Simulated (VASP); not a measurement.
# Cu3Au (eph) (Pm-3m) in VASP: further runs

Runs on Cu3Au (eph). Level: PBE. Tasks: single point, relaxation of cell and atoms.

Everything below comes from runs of VASP 6.6.1. Logs are shortened: lines on timing, memory, paths and dates and some standing lists are left out, and cuts for length are marked.

## 1. The cell of the first run

Symmetry: Pm-3m, No. 221, cubic system. The conventional cell has a = 3.781 Å, b = 3.781 Å, c = 3.781 Å, α = 90.00°, β = 90.00°, γ = 90.00°. Within 3.5 Å of Cu (site symmetry 4/mmm) lie 8 Cu at 2.67 Å and 4 Au at 2.67 Å. Within 3.5 Å of Au (site symmetry m-3m) lie 12 Cu at 2.67 Å.

## 2. Single point, PBE

Contents of INCAR:

```
  PREC = Accurate
  ENCUT = 600
  EDIFF = 1E-6
  ISMEAR = -1
  SIGMA = 0.15
  LREAL = False
  LASPH = True
  NELM = 120
  ALGO = Normal
  ISIF = 2
  LWAVE = False
  LCHARG = False
  GGA = PE
  NBANDS = 30
  GGA_COMPAT = False
```

Contents of KPOINTS:

```
regular mesh
0
Gamma
  12 12 12
```

Contents of POSCAR:

```
Cu3Au
1.0
    3.7813743756      0.0000000000      0.0000000000
    0.0000000000      3.7813743756      0.0000000000
    0.0000000000      0.0000000000      3.7813743756
Cu Au
3 1
Direct
    0.0000000000      0.5000000000      0.5000000000
    0.5000000000      0.0000000000      0.5000000000
    0.5000000000      0.5000000000      0.0000000000
    0.0000000000      0.0000000000      0.0000000000
```

Potentials or basis: VASP PAW PBE potentials, release 64 (Cu, Au).

On the command line:

```bash
$ cat potpaw_PBE.64/Cu/POTCAR potpaw_PBE.64/Au/POTCAR > POTCAR
$ mpirun -np 1 vasp_std > vasp.out
```

OUTCAR:

```text
PREC = Accurate
   ENCUT = 600
   EDIFF = 1E-6
   ISMEAR = -1
   LREAL = False
   LASPH = True
   NELM = 120
   ISIF = 2
   GGA = PE

 ion  position               nearest neighbor table
   1  0.000  0.500  0.500-   2 2.67   3 2.67   4 2.67   3 2.67   4 2.67   2 2.67   4 2.67   4 2.67
                             2 2.67   3 2.67   3 2.67   2 2.67
   2  0.500  0.000  0.500-   1 2.67   3 2.67   4 2.67   3 2.67   4 2.67   1 2.67   3 2.67   3 2.67
                             1 2.67   4 2.67   4 2.67   1 2.67
   3  0.500  0.500  0.000-   1 2.67   2 2.67   4 2.67   1 2.67   2 2.67   2 2.67   4 2.67   2 2.67
                             1 2.67   4 2.67   1 2.67   4 2.67
   4  0.000  0.000  0.000-   1 2.67   2 2.67   3 2.67   1 2.67   2 2.67   1 2.67   3 2.67   1 2.67
                             2 2.67   3 2.67   2 2.67   3 2.67

  LATTYP: Found a simple cubic cell.
 ALAT       =     3.7813743756

  Lattice vectors:

 A1 = (   3.7813743756,   0.0000000000,   0.0000000000)
 A2 = (   0.0000000000,   3.7813743756,   0.0000000000)
 A3 = (   0.0000000000,   0.0000000000,   3.7813743756)

Analysis of symmetry for initial positions (statically):
=====================================================================
 Subroutine PRICEL returns:
 Original cell was already a primitive cell.

 Routine SETGRP: Setting up the symmetry group for a
 simple cubic supercell.

 Subroutine GETGRP returns: Found 48 space group operations
[... 9 lines left out ...]

 Routine SETGRP: Setting up the symmetry group for a
 simple cubic supercell.

 Subroutine GETGRP returns: Found 48 space group operations
[... 11 lines left out ...]
                                     Primitive cell

  volume of cell :      54.0691

  direct lattice vectors                    reciprocal lattice vectors
     3.781374376  0.000000000  0.000000000     0.264454111  0.000000000  0.000000000
     0.000000000  3.781374376  0.000000000     0.000000000  0.264454111  0.000000000
     0.000000000  0.000000000  3.781374376     0.000000000  0.000000000  0.264454111

  length of vectors
     3.781374376  3.781374376  3.781374376     0.264454111  0.264454111  0.264454111

  position of ions in fractional coordinates (direct lattice)
     0.000000000  0.500000000  0.500000000
     0.500000000  0.000000000  0.500000000
     0.500000000  0.500000000  0.000000000
     0.000000000  0.000000000  0.000000000

  ion indices of the primitive-cell ions
   primitive index   ion index
                 1           1
                 2           2
                 3           3
                 4           4

----------------------------------------------------------------------------------------

 KPOINTS: regular mesh

Automatic generation of k-mesh.
 Grid dimensions read from file:
 generate k-points for:   12   12   12

 Generating k-lattice:

  Cartesian coordinates                     Fractional coordinates (reciprocal lattice)
     0.022037843  0.000000000  0.000000000     0.083333333  0.000000000  0.000000000
     0.000000000  0.022037843  0.000000000     0.000000000  0.083333333  0.000000000
     0.000000000  0.000000000  0.022037843     0.000000000  0.000000000  0.083333333

  Length of vectors
     0.022037843  0.022037843  0.022037843

  Shift w.r.t. Gamma in fractional coordinates (k-lattice)
     0.000000000  0.000000000  0.000000000

 Subroutine IBZKPT returns following result:
 ===========================================

 Found     84 irreducible k-points:

 Following reciprocal coordinates:
            Coordinates               Weight
  0.000000  0.000000  0.000000      1.000000
  0.083333  0.000000  0.000000      6.000000
  0.166667  0.000000  0.000000      6.000000
  0.250000  0.000000  0.000000      6.000000
  0.333333  0.000000  0.000000      6.000000
  0.416667  0.000000  0.000000      6.000000
[... 16 lines left out ...]
  0.333333  0.333333  0.000000     12.000000
  0.416667  0.333333  0.000000     24.000000
 [... further k-points ...]
   k-points           NKPTS =     84   k-points in BZ     NKDIM =     84   number of bands    NBANDS=     30
   number of dos      NEDOS =    301   number of ions     NIONS =      4
   total plane-waves  NPLWV =  27000
   dimension x,y,z NGX =    30 NGY =   30 NGZ =   30
   dimension x,y,z NGXF=    60 NGYF=   60 NGZF=   60
   ions per type =               3   1
   NGX,Y,Z   is equivalent  to a cutoff of  13.19, 13.19, 13.19 a.u.
   NGXF,Y,Z  is equivalent  to a cutoff of  26.38, 26.38, 26.38 a.u.
 SYSTEM =  unknown system
   PREC   = accura    normal or accurate (medium, high low for compatibility)
   ISTART =      0    job   : 0-new  1-cont  2-samecut
   ICHARG =      2    charge: 1-file 2-atom 10-const
   ISPIN  =      1    spin polarized calculation?
   LNONCOLLINEAR =      F non collinear calculations
   LSORBIT =      F    spin-orbit coupling
   LASPH  =      T    aspherical Exc in radial PAW
   ENCUT  =  600.0 eV  44.10 Ry    6.64 a.u.   7.55  7.55  7.55*2*pi/ulx,y,z
   NELM   =    120;   NELMIN=  2; NELMDL= -5     # of ELM steps
   EDIFF  = 0.1E-05   stopping-criterion for ELM
   LREAL  =      F    real-space projection
   EDIFFG = 0.1E-04   stopping-criterion for IOM
   NSW    =      0    number of steps for IOM
   IBRION =     -1    ionic relax: 0-MD 1-quasi-New 2-CG
   NFREE  =      0    steps in history (QN), initial steepest desc. (CG)
   ISIF   =      2    stress and relaxation
   ISYM   =      2    0-nonsym 1-usesym 2-fastsym
   POTIM  = 0.5000    time-step for ionic-motion
   TEBEG  =    0.0;   TEEND  =   0.0 temperature during run
   PSTRESS=    0.0 pullay stress
   NELECT =      44.0000    total number of electrons
   NUPDOWN=      -1.0000    fix difference up-down
   EMIN   =  10.00;   EMAX   =-10.00  energy-range for DOS
   EFERMI =   0.00;   METHOD = LEGACY
   ISMEAR =    -1;   SIGMA  =   0.15  broadening in eV -4-tet -1-fermi 0-gaus
   EFERMI_NEDOS =   21; number of points for ismear=-14 and -15
   IALGO  =     38    algorithm
   IMIX   =      4    mixing-type and parameters
     AMIX     =   0.40;   BMIX     =  1.00
     AMIX_MAG =   1.60;   BMIX_MAG =  1.00
  volume/ion in A,a.u.               =      13.52        91.22
  Fermi-wavevector in a.u.,A,eV,Ry     =   1.528420  2.888295 31.784131  2.336068
  Thomas-Fermi vector in A             =   2.636181
   LORBIT       =      0    0 simple, 1 ext, 2 COOP (PROOUT), +10 PAW based schemes
   GGA     = PE    functional components
   LHFCALC =     F    Hartree Fock is set to
   AEXX    =    0.0000 exact exchange contribution
   IVDW    =     0    specifies the selected vdW correction
   LEPSILON=     F    determine dielectric tensor
   LRPA    =     F    only Hartree local field effects (RPA)
 non-spin polarized calculation
  energy-cutoff  :      600.00
  volume of cell :       54.07
 maximum number of plane-waves:      1856
   NGX = 15   NGY = 15   NGZ = 15

 number of electron      44.0000005 magnetization

 Free energy of the ion-electron system (eV)
  ---------------------------------------------------
  ext. energy  EPLUGINS =         0.00000000
  ---------------------------------------------------
  free energy    TOTEN  =       -14.63071478 eV

  energy without entropy =      -14.54597864  energy(sigma->0) =      -14.58834671

 E-fermi :   7.9355     XC(G=0): -12.5448

 val. band max:        7.9175646082   @ k =   0.1667   0.0833   0.0000
 cond. band min:       7.9587370538   @ k =   0.3333   0.3333   0.0000
 fundamental gap:      0.0411724456
 Fermi energy:         7.9354824851

 k-point     1 :       0.0000    0.0000    0.0000
  band No.  band energies     occupation
      1      -1.5027      2.00000
      2       1.7130      2.00000
      3       1.7130      2.00000
      4       2.5046      2.00000
      5       2.5046      2.00000
      6       2.5046      2.00000
[... 22 lines left out ...]
     29      18.8225      0.00000
     30      18.8225      0.00000

 k-point     2 :       0.0833    0.0000    0.0000
  band No.  band energies     occupation
      1      -1.4206      2.00000
      2       1.7434      2.00000
      3       1.7522      2.00000
      4       2.5210      2.00000
      5       2.5238      2.00000
      6       2.5238      2.00000
[... 22 lines left out ...]
     29      18.7629      0.00000
     30      18.7629      0.00000

 k-point     3 :       0.1667    0.0000    0.0000
  band No.  band energies     occupation
      1      -1.1778      2.00000
      2       1.8291      2.00000
      3       1.8576      2.00000
      4       2.5671      2.00000
      5       2.5797      2.00000
      6       2.5797      2.00000
[... 22 lines left out ...]
     29      18.3254      0.00000
     30      18.3254      0.00000

 k-point     4 :       0.2500    0.0000    0.0000
  band No.  band energies     occupation
      1      -0.7868      2.00000
      2       1.9534      2.00000
      3       1.9859      2.00000
      4       2.6342      2.00000
      5       2.6661      2.00000
      6       2.6661      2.00000
[... 22 lines left out ...]
     29      17.8144      0.00000
     30      17.9221      0.00000

 k-point     5 :       0.3333    0.0000    0.0000
  band No.  band energies     occupation
      1      -0.2765      2.00000
      2       2.0419      2.00000
      3       2.0875      2.00000
      4       2.7072      2.00000
      5       2.7689      2.00000
      6       2.7689      2.00000
[... 22 lines left out ...]
     29      16.9267      0.00000
     30      17.6108      0.00000
[... 526 lines left out ...]
     29      19.5226      0.00000
     30      19.8166      0.00000

 k-point    22 :       0.5000    0.2500    0.0000
  band No.  band energies     occupation
      1       1.2552      2.00000
      2       1.7499      2.00000
      3       2.5714      2.00000
      4       2.8559      2.00000
      5       2.9169      2.00000
      6       3.0797      2.00000
[... 22 lines left out ...]
     29      20.0875      0.00000
     30      20.2523      0.00000

 k-point    23 :       0.3333    0.3333    0.0000
  band No.  band energies     occupation
      1       0.8169      2.00000
      2       2.0937      2.00000
      3       2.7817      2.00000
      4       2.8153      2.00000
      5       2.8221      2.00000
      6       2.9118      2.00000
[... 22 lines left out ...]
     29      18.2626      0.00000
     30      18.5486      0.00000

 k-point    24 :       0.4167    0.3333    0.0000
  band No.  band energies     occupation
      1       1.2912      2.00000
      2       1.9728      2.00000
      3       2.8125      2.00000
      4       2.8657      2.00000
      5       2.9292      2.00000
      6       3.0911      2.00000
[... 22 lines left out ...]
     29      18.7790      0.00000
     30      18.9262      0.00000

 [... further k-points ...]
[... 5 lines left out ...]
  --------------------------------------------------------------------------------------
  -------------------------------------------------------------------------------------
  Total        0.1159782      0.1159782      0.1159782      0.0000000      0.0000000     -0.0000000
  in kB        3.4366711      3.4366711      3.4366711      0.0000000      0.0000000     -0.0000000
  external PRESSURE =       3.4366711 kB  Pullay stress =       0.0000000 kB

 VOLUME and BASIS-vectors are now :
 -----------------------------------------------------------------------------
  energy-cutoff  :      600.00
  volume of cell :       54.07
      direct lattice vectors                 reciprocal lattice vectors
     3.781374376  0.000000000  0.000000000     0.264454111  0.000000000  0.000000000
     0.000000000  3.781374376  0.000000000     0.000000000  0.264454111  0.000000000
     0.000000000  0.000000000  3.781374376     0.000000000  0.000000000  0.264454111

 POSITION                                       TOTAL-FORCE (eV/Angst)
 -----------------------------------------------------------------------------------
      0.00000      1.89069      1.89069         0.000000      0.000000      0.000000
      1.89069      0.00000      1.89069         0.000000      0.000000      0.000000
      1.89069      1.89069      0.00000         0.000000      0.000000      0.000000
      0.00000      0.00000      0.00000         0.000000      0.000000      0.000000
 -----------------------------------------------------------------------------------
    total drift:                                0.000000      0.000000     -0.000000

  FREE ENERGIE OF THE ION-ELECTRON SYSTEM (eV)
  ---------------------------------------------------
  free  energy   TOTEN  =       -14.6307147813 eV

  energy  without entropy=      -14.5459786363  energy(sigma->0) =      -14.58834671
```

Run time: 66 s. Hardware: 1 thread of Intel Xeon 6975P-C (Granite Rapids), shared host; peak memory 0.27 GiB.

Results:

* Free energy: -14.6307 eV
* Pressure: 0.3 GPa
* Band gap on the k mesh: zero (band 22 reaches 9.22 eV, above the bottom of band 23 at 6.96 eV)

Caveat: spin-orbit coupling is left out, which moves the levels of the heavy elements.

## 3. Relaxation of cell and atoms, PBE

Contents of INCAR:

```
  PREC = Accurate
  ENCUT = 600
  EDIFF = 1E-7
  ISMEAR = -1
  SIGMA = 0.15
  LREAL = F
  LASPH = T
  NELM = 120
  ALGO = Normal
  ISIF = 3
  LWAVE = F
  LCHARG = F
  GGA = PE
  IBRION = 2
  NSW = 80
  EDIFFG = -0.001
  GGA_COMPAT = F
  NELMIN = 4
```

KPOINTS is that of step 2.

Contents of POSCAR:

```
Cu3Au
1.0
    3.7804534865      0.0000000000      0.0000000000
    0.0000000000      3.7804534865      0.0000000000
    0.0000000000      0.0000000000      3.7804534865
Cu Au
3 1
Direct
    0.0000000000      0.5000000000      0.5000000000
    0.5000000000      0.0000000000      0.5000000000
    0.5000000000      0.5000000000      0.0000000000
    0.0000000000      0.0000000000      0.0000000000
```

Potentials or basis: VASP PAW PBE potentials, release 64 (Cu, Au).

On the command line:

```bash
$ cat potpaw_PBE.64/Cu/POTCAR potpaw_PBE.64/Au/POTCAR > POTCAR
$ mpirun -np 1 vasp_std > vasp.out
```

Wall time 5.1 min (1 thread of Intel Xeon 6975P-C (Granite Rapids), shared host); peak memory 0.27 GiB.

The run converged. Its results:

* Free energy: -14.6308 eV
* Relaxed volume: 13.54 Å³/atom
* Relaxed cell: a = 3.784 Å, b = 3.784 Å, c = 3.784 Å, α = 90.00°, β = 90.00°, γ = 90.00°
* Space group after relaxing (to 0.05 Å): Pm-3m (No. 221)
* Energy gained by relaxing: 0.0 meV/atom
* Ionic steps: 13
* Pressure after relaxing: 0.0 GPa
* Band gap on the k mesh: zero (band 22 reaches 9.19 eV, above the bottom of band 23 at 6.94 eV)

Step by step:
```csv
step,energy change (eV),largest force (eV/Å),pressure (GPa),volume (Å³)
1,0.0000,0.0000,0.48,54.03
2,0.0000,0.0000,-0.43,54.35
3,-0.0002,0.0000,0.03,54.17
4,-0.0002,0.0000,-0.03,54.18
5,-0.0002,0.0000,-0.01,54.18
6,-0.0002,0.0000,0.01,54.17
7,-0.0002,0.0000,0.01,54.17
8,-0.0002,0.0000,0.01,54.18
9,-0.0002,0.0000,0.01,54.18
10,-0.0002,0.0000,0.01,54.18
11,-0.0002,0.0000,0.01,54.18
12,-0.0002,0.0000,0.01,54.18
13,-0.0002,0.0000,0.01,54.18
```

Final structure:
```
CELL_PARAMETERS angstrom
3.78386 0.00000 0.00000
0.00000 3.78386 0.00000
0.00000 0.00000 3.78386
ATOMIC_POSITIONS crystal
Cu 0.00000 0.50000 0.50000
Cu 0.50000 0.00000 0.50000
Cu 0.50000 0.50000 0.00000
Au 0.00000 0.00000 0.00000
```

Levels at points of the mesh, in eV from the Fermi level:
```
           k point  band 18  band 19  band 20  band 21  band 22  band 23  band 24  band 25  band 26
(0.00, 0.00, 0.00)    -1.54    -1.41    -1.41    -1.41     1.28     1.28     1.28     5.77     7.27
(0.50, 0.00, 0.00)    -2.20    -1.99    -1.91    -1.54    -1.41     5.68     5.68     6.43     6.43
(0.50, 0.50, 0.00)    -2.28    -2.19    -2.12    -0.55    -0.55    -0.47     0.27     8.41     9.30
(0.50, 0.50, 0.50)    -1.61    -1.61    -1.61    -0.99    -0.97    -0.97    -0.97     2.31     3.95
```

Caveat: spin-orbit coupling is left out, which moves the levels of the heavy elements.
